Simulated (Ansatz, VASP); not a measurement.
Ca: VASP beside Ansatz

Contents of POSCAR:

```
Ca
1.0
   -2.2400000000      2.3184000000      2.2400000000
    2.2400000000     -2.3184000000      2.2400000000
    2.2400000000      2.3184000000     -2.2400000000
Ca
1
Direct
    0.0000000000      0.0000000000      0.0000000000
```

The input INCAR.step1:

```
SYSTEM = Ca
PREC     = Accurate       ! precision mode
ENCUT    = 550            ! plane-wave cutoff, eV
ISMEAR   = 0              ! smearing method
SIGMA    = 0.15           ! smearing width, eV
LREAL    = .False.        ! projectors in reciprocal space
LASPH    = .True.         ! aspherical terms in the spheres
NELM     = 120            ! most SCF steps
NBANDS   = 11             ! bands
GGA      = PE             ! functional
ALGO     = Normal         ! electronic algorithm
EDIFF    = 1E-5           ! SCF threshold, eV
LWAVE    = .True.         ! write WAVECAR
LCHARG   = .False.        ! write CHGCAR
GGA_COMPAT= .False.
```

File INCAR.step2:

```
SYSTEM = Ca
PREC     = Accurate       ! precision mode
ENCUT    = 550            ! plane-wave cutoff, eV
EDIFF    = 1E-6           ! SCF threshold, eV
ISMEAR   = 0              ! smearing method
SIGMA    = 0.15           ! smearing width, eV
LREAL    = .False.        ! projectors in reciprocal space
LASPH    = .True.         ! aspherical terms in the spheres
NELM     = 120            ! most SCF steps
ALGO     = Normal         ! electronic algorithm
ISIF     = 2              ! what is computed and relaxed
LWAVE    = .False.        ! write WAVECAR
LCHARG   = .False.        ! write CHGCAR
METAGGA  = R2SCAN         ! meta-GGA
LMIXTAU  = .True.       
NBANDS   = 11             ! bands
ISTART   = 1            
GGA_COMPAT= .False.
```

Contents of KPOINTS:

```
regular mesh
0
Gamma
  16 16 16
  0 0 0
```

Input for Ansatz:

```yaml
crystal:
  lattice:
    - [-2.24, 2.3184, 2.24]
    - [2.24, -2.3184, 2.24]
    - [2.24, 2.3184, -2.24]
  atoms:
    - { symbol: Ca, position: [0.0, 0.0, 0.0] }
basis:
  ecutwfc: 500
kpoints:
  mp_grid: { grid: [16, 16, 16] }
hamiltonian:
  xc: r2scan
scf:
  occupations: { method: gaussian, width: 0.15 }
output:
  forces: true
  stress: true
  eigenvalues: true
```

Change from the starting cell: strain +0.0350 x Voigt [0, 1, 0, 0, 0, 0], atoms carried along.

Alike in both runs: task single point; functional r2SCAN; k mesh 16 × 16 × 16; occupations gaussian, width 0.15 eV; no spin polarisation.

|  | VASP | Ansatz |
| --- | --- | --- |
| version | VASP 6.6.1 | Ansatz 0.2.0 |
| potentials or method | VASP PAW PBE potentials, release 64 (Ca_sv), cutoff 550 eV | scalar-relativistic, plane waves, PAW |
| valence electrons in the cell | 10 | 10 |

```csv
,VASP,Ansatz,Ansatz less VASP
gap on the k mesh at the Fermi level (eV),none,none,-
pressure (GPa),-1.1,-1.1,-0.04
```

VASP's potentials were made for PBE, not for r2SCAN. A gap of «none» marks a metal or a gap that the smearing closes.
